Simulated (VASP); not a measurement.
Wanted: the native input for a VASP 6.6.1 run.

- Task: single point
- Functional: PBE
- Potentials or basis: VASP PAW PBE potentials, release 64 (Zn, O)
- Cutoff: 520 eV
- k mesh: 6 × 6 × 8
- Occupations: gaussian, width 0.02 eV
- Spin: no spin polarisation
- Dipole correction: no
- Further INCAR settings: ALGO = Normal; EDIFF = 1e-06; NBANDS = 46

The structure of ZnO lies in POSCAR:

```
ZnO
1.0
    5.6084659216      0.0000000000      0.0000000000
    0.0000000000      5.6084659216      0.0000000000
    0.0000000000      0.0000000000      3.2791201713
Zn O
4 4
Direct
    0.1816771469      0.1816771469      0.5000000000
    0.8183228531      0.8183228531      0.5000000000
    0.6816771469      0.3183228531      0.0000000000
    0.3183228531      0.6816771469      0.0000000000
    0.8184281469      0.1815718531      0.5000000000
    0.1815718531      0.8184281469      0.5000000000
    0.6815718531      0.6815718531      0.0000000000
    0.3184281469      0.3184281469      0.0000000000
```

One way to write it, as run:

INCAR

```
ALGO     = Normal         # electronic algorithm
EDIFF    = 1E-6           # SCF threshold, eV
ENCUT    = 520            # plane-wave cutoff, eV
GGA      = PE             # functional
ISIF     = 2              # what is computed and relaxed
ISMEAR   = 0              # smearing method
LASPH    = T              # aspherical terms in the spheres
LCHARG   = F              # write CHGCAR
LREAL    = F              # projectors in reciprocal space
LWAVE    = F              # write WAVECAR
NBANDS   = 46             # bands
NELM     = 60             # most SCF steps
PREC     = Accurate       # precision mode
SIGMA    = 0.02           # smearing width, eV
```

KPOINTS

```
k-points
0
Gamma
  6 6 8
```

Potentials or basis: VASP PAW PBE potentials, release 64 (Zn, O).

Command:

```sh
$ cat potpaw_PBE.64/Zn/POTCAR potpaw_PBE.64/O/POTCAR > POTCAR
$ mpirun -np 1 vasp_std > vasp.out
```

It gave:

```
Pressure               : 0.8 GPa
Largest force          : 0.005 eV/Å
Band gap on the k mesh : 0.74 eV, direct
```

Wall time 4.5 min on 1 thread of Oxide Virtual Turin-like Processor, on a shared host, peak memory 0.27 GiB.
